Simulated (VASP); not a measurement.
# Ge3N (R32) in VASP: single point with PBE

Aim: the single point of Ge3N with PBE.

Everything below comes from runs of VASP 6.6.1. Logs are shortened: lines on timing, memory, paths and dates and some standing lists are left out, and cuts for length are marked.

**1. The cell of the first run**

It takes space group R32 (No. 155, trigonal). The conventional cell has a = 6.205 Å, b = 6.205 Å, c = 7.595 Å, α = 90.00°, β = 90.00°, γ = 120.00°. Ge (site symmetry 2) has 2 N at 2.19 Å within 2.9 Å. Within 2.9 Å of N (site symmetry 32) lie 6 Ge at 2.19 Å.

**2. Single point, PBE**

File INCAR:

```
SYSTEM = Ge3N
PREC = Accurate
ENCUT = 520
EDIFF = 1E-6
ISMEAR = 0
SIGMA = 0.1
LREAL = .False.
LASPH = .True.
NELM = 60
ALGO = Normal
ISIF = 2
LWAVE = .False.
LCHARG = .True.
GGA = PE
LELF = .True.
LVHAR = .True.
NBANDS = 32
```

File KPOINTS:

```
Automatic mesh
0
Gamma
  6 6 6
  0 0 0
```

File POSCAR:

```
Ge3N
1.0
    3.1024459000      1.7911979700      2.5315611600
   -3.1024459000      1.7911979700      2.5315611600
    0.0000000000     -3.5823959500      2.5315611600
Ge N
3 1
Direct
    0.5000000000      0.0019302400      0.9980697600
    0.0019302400      0.9980697600      0.5000000000
    0.9980697600      0.5000000000      0.0019302400
    0.0000000000      0.0000000000      0.0000000000
```

Potentials or basis: VASP PAW PBE potentials, release 64 (Ge_d, N).

Run with:

```console
$ cat potpaw_PBE.64/Ge_d/POTCAR potpaw_PBE.64/N/POTCAR > POTCAR
$ mpirun -np 1 vasp_std > vasp.out
```

OUTCAR:

```text
SYSTEM = Ge3N
   PREC = Accurate
   ENCUT = 520
   EDIFF = 1E-6
   ISMEAR = 0
   LREAL = .False.
   LASPH = .True.
   NELM = 60
   ISIF = 2
   GGA = PE

 ion  position               nearest neighbor table
   1  0.500  0.002  0.998-   4 2.19   4 2.19
   2  0.002  0.998  0.500-   4 2.19   4 2.19
   3  0.998  0.500  0.002-   4 2.19   4 2.19
   4  0.000  0.000  0.000-   1 2.19   3 2.19   3 2.19   1 2.19   2 2.19   2 2.19

  LATTYP: Found a trigonal (rhomboedric) cell.
 ALAT       =     4.3866117505
 COS(alpha) =    -0.0004146293

  Lattice vectors:

 A1 = (   3.1024459000,   1.7911979700,   2.5315611600)
 A2 = (  -3.1024459000,   1.7911979700,   2.5315611600)
 A3 = (   0.0000000000,  -3.5823959500,   2.5315611600)

Analysis of symmetry for initial positions (statically):
=====================================================================
 Subroutine PRICEL returns:
 Original cell was already a primitive cell.

 Routine SETGRP: Setting up the symmetry group for a
 trigonal (rhombohedral) supercell.

 Subroutine GETGRP returns: Found  6 space group operations
 (whereof  6 operations were pure point group operations)
 out of a pool of 12 trial point group operations.

The static configuration has the point symmetry D_3 .

Analysis of symmetry for dynamics (positions and initial velocities):
=====================================================================
 Subroutine PRICEL returns:
 Original cell was already a primitive cell.

 Routine SETGRP: Setting up the symmetry group for a
 trigonal (rhombohedral) supercell.

 Subroutine GETGRP returns: Found  6 space group operations
 (whereof  6 operations were pure point group operations)
 out of a pool of 12 trial point group operations.

The dynamic configuration has the point symmetry D_3 .

 Subroutine INISYM returns: Found  6 space group operations
 (whereof  6 operations are pure point group operations),
 and found     1 'primitive' translations

----------------------------------------------------------------------------------------

                                     Primitive cell

  volume of cell :      84.4088

  direct lattice vectors                    reciprocal lattice vectors
     3.102445900  1.791197970  2.531561160     0.161163165  0.093047597  0.131671057
    -3.102445900  1.791197970  2.531561160    -0.161163165  0.093047597  0.131671057
     0.000000000 -3.582395950  2.531561160     0.000000000 -0.186095193  0.131671057

  length of vectors
     4.386611749  4.386611749  4.386611750     0.227966419  0.227966419  0.227966419

  position of ions in fractional coordinates (direct lattice)
     0.500000000  0.001930240  0.998069760
     0.001930240  0.998069760  0.500000000
     0.998069760  0.500000000  0.001930240
     0.000000000  0.000000000  0.000000000

  ion indices of the primitive-cell ions
   primitive index   ion index
                 1           1
                 2           2
                 3           3
                 4           4

----------------------------------------------------------------------------------------

 KPOINTS: Automatic mesh

Automatic generation of k-mesh.
 Grid dimensions read from file:
 generate k-points for:    6    6    6

 Generating k-lattice:

  Cartesian coordinates                     Fractional coordinates (reciprocal lattice)
     0.026860527  0.015507933  0.021945176     0.166666667  0.000000000  0.000000000
    -0.026860527  0.015507933  0.021945176     0.000000000  0.166666667  0.000000000
     0.000000000 -0.031015866  0.021945176    -0.000000000 -0.000000000  0.166666667

  Length of vectors
     0.037994403  0.037994403  0.037994403

  Shift w.r.t. Gamma in fractional coordinates (k-lattice)
     0.000000000  0.000000000  0.000000000

 Subroutine IBZKPT returns following result:
 ===========================================

 Found     32 irreducible k-points:

 Following reciprocal coordinates:
            Coordinates               Weight
  0.000000  0.000000  0.000000      1.000000
  0.166667 -0.000000  0.000000      6.000000
  0.333333  0.000000  0.000000      6.000000
  0.500000  0.000000  0.000000      3.000000
  0.166667  0.166667  0.000000      6.000000
  0.333333  0.166667  0.000000     12.000000
[... 16 lines left out ...]
  0.500000  0.500000  0.166667      6.000000
 -0.333333  0.500000  0.166667     12.000000
 [... further k-points ...]
   k-points           NKPTS =     32   k-points in BZ     NKDIM =     32   number of bands    NBANDS=     32
   number of dos      NEDOS =    301   number of ions     NIONS =      4
   total plane-waves  NPLWV =  46656
   dimension x,y,z NGX =    36 NGY =   36 NGZ =   36
   dimension x,y,z NGXF=    72 NGYF=   72 NGZF=   72
   ions per type =               3   1
   NGX,Y,Z   is equivalent  to a cutoff of  13.64, 13.64, 13.64 a.u.
   NGXF,Y,Z  is equivalent  to a cutoff of  27.29, 27.29, 27.29 a.u.
 SYSTEM =  Ge3N
   PREC   = accura    normal or accurate (medium, high low for compatibility)
   ISTART =      0    job   : 0-new  1-cont  2-samecut
   ICHARG =      2    charge: 1-file 2-atom 10-const
   ISPIN  =      1    spin polarized calculation?
   LNONCOLLINEAR =      F non collinear calculations
   LSORBIT =      F    spin-orbit coupling
   LASPH  =      T    aspherical Exc in radial PAW
   ENCUT  =  520.0 eV  38.22 Ry    6.18 a.u.   8.16  8.16  8.16*2*pi/ulx,y,z
   NELM   =     60;   NELMIN=  2; NELMDL= -5     # of ELM steps
   EDIFF  = 0.1E-05   stopping-criterion for ELM
   LREAL  =      F    real-space projection
   EDIFFG = 0.1E-04   stopping-criterion for IOM
   NSW    =      0    number of steps for IOM
   IBRION =     -1    ionic relax: 0-MD 1-quasi-New 2-CG
   NFREE  =      0    steps in history (QN), initial steepest desc. (CG)
   ISIF   =      2    stress and relaxation
   ISYM   =      2    0-nonsym 1-usesym 2-fastsym
   POTIM  = 0.5000    time-step for ionic-motion
   TEBEG  =    0.0;   TEEND  =   0.0 temperature during run
   PSTRESS=    0.0 pullay stress
   NELECT =      47.0000    total number of electrons
   NUPDOWN=      -1.0000    fix difference up-down
   EMIN   =  10.00;   EMAX   =-10.00  energy-range for DOS
   EFERMI =   0.00;   METHOD = LEGACY
   ISMEAR =     0;   SIGMA  =   0.10  broadening in eV -4-tet -1-fermi 0-gaus
   EFERMI_NEDOS =   21; number of points for ismear=-14 and -15
   IALGO  =     38    algorithm
   IMIX   =      4    mixing-type and parameters
     AMIX     =   0.40;   BMIX     =  1.00
     AMIX_MAG =   1.60;   BMIX_MAG =  1.00
  volume/ion in A,a.u.               =      21.10       142.40
  Fermi-wavevector in a.u.,A,eV,Ry     =   1.346826  2.545133 24.680171  1.813941
  Thomas-Fermi vector in A             =   2.474627
   LORBIT       =      0    0 simple, 1 ext, 2 COOP (PROOUT), +10 PAW based schemes
   GGA     = PE    functional components
   LHFCALC =     F    Hartree Fock is set to
   AEXX    =    0.0000 exact exchange contribution
   IVDW    =     0    specifies the selected vdW correction
   LEPSILON=     F    determine dielectric tensor
   LRPA    =     F    only Hartree local field effects (RPA)
 non-spin polarized calculation
 Gauss-broadening in eV      SIGMA  =   0.10
  energy-cutoff  :      520.00
  volume of cell :       84.41
 maximum number of plane-waves:      2301
 NGX is ok and might be reduce to    36
   NGX = 17   NGY = 17   NGZ = 17

 number of electron      47.0000043 magnetization

 Free energy of the ion-electron system (eV)
  ---------------------------------------------------
  ext. energy  EPLUGINS =         0.00000000
  ---------------------------------------------------
  free energy    TOTEN  =       -17.90584379 eV

  energy without entropy =      -17.90329338  energy(sigma->0) =      -17.90456859

 E-fermi :   4.0781     XC(G=0):  -9.7451

 val. band max:        3.9470602795   @ k =   0.1667   0.1667   0.0000
 cond. band min:       4.1847481200   @ k =  -0.1667   0.5000   0.1667
 fundamental gap:      0.2376878406
 Fermi energy:         4.0780867268

 k-point     1 :       0.0000    0.0000    0.0000
  band No.  band energies     occupation
      1     -20.8986      2.00000
      2     -20.8291      2.00000
      3     -20.8291      2.00000
      4     -20.8291      2.00000
      5     -20.8005      2.00000
      6     -20.8005      2.00000
[... 24 lines left out ...]
     31      11.4493      0.00000
     32      11.4551      0.00000

 k-point     2 :       0.1667   -0.0000    0.0000
  band No.  band energies     occupation
      1     -20.8890      2.00000
      2     -20.8283      2.00000
      3     -20.8229      2.00000
      4     -20.8228      2.00000
      5     -20.8001      2.00000
      6     -20.7972      2.00000
[... 24 lines left out ...]
     31      11.7424      0.00000
     32      12.0991      0.00000

 k-point     3 :       0.3333    0.0000    0.0000
  band No.  band energies     occupation
      1     -20.8663      2.00000
      2     -20.8264      2.00000
      3     -20.8058      2.00000
      4     -20.8057      2.00000
      5     -20.7994      2.00000
      6     -20.7887      2.00000
[... 24 lines left out ...]
     31      11.9833      0.00000
     32      12.8064      0.00000

 k-point     4 :       0.5000    0.0000    0.0000
  band No.  band energies     occupation
      1     -20.8509      2.00000
      2     -20.8255      2.00000
      3     -20.7990      2.00000
      4     -20.7889      2.00000
      5     -20.7880      2.00000
      6     -20.7876      2.00000
[... 654 lines left out ...]
     31      11.3230      0.00000
     32      12.1759      0.00000

 k-point    23 :       0.5000    0.5000    0.1667
  band No.  band energies     occupation
      1     -20.8133      2.00000
      2     -20.8130      2.00000
      3     -20.8102      2.00000
      4     -20.7956      2.00000
      5     -20.7951      2.00000
      6     -20.7946      2.00000
[... 24 lines left out ...]
     31      10.3841      0.00000
     32      11.2697      0.00000

 k-point    24 :      -0.3333    0.5000    0.1667
  band No.  band energies     occupation
      1     -20.8260      2.00000
      2     -20.8093      2.00000
      3     -20.8060      2.00000
      4     -20.7962      2.00000
      5     -20.7960      2.00000
      6     -20.7928      2.00000
[... 24 lines left out ...]
     31       9.9456      0.00000
     32      11.3994      0.00000

 [... further k-points ...]

------------------------ aborting loop because EDIFF is reached ----------------------------------------

  FORCE on cell =-STRESS in cart. coord.  units (eV):
  Direction    XX          YY          ZZ          XY          YZ          ZX
  --------------------------------------------------------------------------------------
  -------------------------------------------------------------------------------------
  Total        0.1040874      0.1040874      0.1074030     -0.0000000     -0.0000000      0.0000000
  in kB        1.9757021      1.9757021      2.0386347     -0.0000000     -0.0000000      0.0000000
  external PRESSURE =       1.9966796 kB  Pullay stress =       0.0000000 kB

 VOLUME and BASIS-vectors are now :
 -----------------------------------------------------------------------------
  energy-cutoff  :      520.00
  volume of cell :       84.41
      direct lattice vectors                 reciprocal lattice vectors
     3.102445900  1.791197970  2.531561160     0.161163165  0.093047597  0.131671057
    -3.102445900  1.791197970  2.531561160    -0.161163165  0.093047597  0.131671057
     0.000000000 -3.582395950  2.531561160     0.000000000 -0.186095193  0.131671057

 POSITION                                       TOTAL-FORCE (eV/Angst)
 -----------------------------------------------------------------------------------
      1.54523     -2.67642      3.79734        -0.012455      0.021572      0.000000
     -3.09047     -0.00000      3.79734         0.024909      0.000000     -0.000000
      1.54523      2.67642      3.79734        -0.012455     -0.021572      0.000000
      0.00000      0.00000      0.00000         0.000000      0.000000      0.000000
 -----------------------------------------------------------------------------------
    total drift:                                0.000001      0.000000     -0.000000

  FREE ENERGIE OF THE ION-ELECTRON SYSTEM (eV)
  ---------------------------------------------------
  free  energy   TOTEN  =       -17.9058437918 eV

  energy  without entropy=      -17.9032933814  energy(sigma->0) =      -17.90456859
```

It took 1.7 min on 1 thread of Intel Xeon Platinum 8259CL at 2.50GHz (Skylake/Cascade Lake), shared host; peak memory 0.23 GiB.

Results:

- Free energy: -17.9058 eV
- Pressure: 0.2 GPa
- Largest force: 0.025 eV/Å

Forces on the atoms (eV/Å):
```
Ge  -0.012  0.022  0.000
Ge   0.025  0.000  0.000
Ge  -0.012 -0.022  0.000
N    0.000  0.000  0.000
```
